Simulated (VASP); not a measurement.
**NaI: single point with PBEsol**

NaI:

```
Na I
1.0
     8.42459   -2.18374    0.04339
     8.42459    2.18374    0.04339
    -2.45615    0.00000    3.81240
Na I
2 2
Direct
  0.14774 0.14774 0.04562
  0.85226 0.85226 0.95438
  0.36959 0.36959 0.48900
  0.63041 0.63041 0.51100
```

```
Program             : VASP 6.6.1
Task                : single point
Functional          : PBEsol
Potentials or basis : VASP PAW PBE potentials, release 64 (Na_pv, I)
Cutoff              : 520 eV
k mesh              : 6 × 6 × 4
Occupations         : fermi-dirac, width 0.03 eV
Spin                : no spin polarisation
```

```json
{"Pressure": "0.0 GPa", "Largest force": "0.005 eV/Å", "Band gap on the k mesh": "3.25 eV"}
```

Forces on the atoms (eV/Å):
```
Na  -0.004  0.000 -0.003
Na   0.004  0.000  0.003
I    0.004  0.000  0.003
I   -0.004  0.000 -0.003
```

Levels at points of the mesh, in eV from the valence-band top:
| k point | band 11 | band 12 | band 13 | band 14 | band 15 | band 16 | band 17 | band 18 |
| --- | --- | --- | --- | --- | --- | --- | --- | --- |
| (0.00, 0.00, 0.00) | -0.42 | -0.28 | -0.25 | 0.00 | 3.25 | 4.56 | 5.82 | 6.60 |
| (0.50, 0.00, 0.00) | -1.07 | -0.51 | -0.34 | -0.29 | 4.84 | 5.36 | 6.06 | 7.42 |
| (0.50, 0.50, 0.00) | -0.62 | -0.58 | -0.52 | -0.09 | 4.41 | 4.70 | 5.70 | 6.56 |
| (0.00, 0.00, 0.50) | -0.44 | -0.44 | -0.24 | -0.24 | 4.82 | 4.82 | 6.83 | 6.83 |
| (0.50, 0.00, 0.50) | -1.43 | -1.43 | -0.63 | -0.62 | 4.50 | 4.51 | 5.86 | 5.87 |
| (0.50, 0.50, 0.50) | -1.02 | -1.02 | -0.24 | -0.24 | 5.78 | 5.79 | 6.47 | 6.48 |

It took 2.5 min on 1 thread of Intel(R) Xeon(R) 6975P-C (Granite Rapids) (shared host), peak memory 0.45 GiB.

Caveat: the PAW data sets were made with another functional, which shifts forces and pressure a little; spin-orbit coupling is left out, which moves the levels of the heavy elements. A k mesh can miss the band edges.
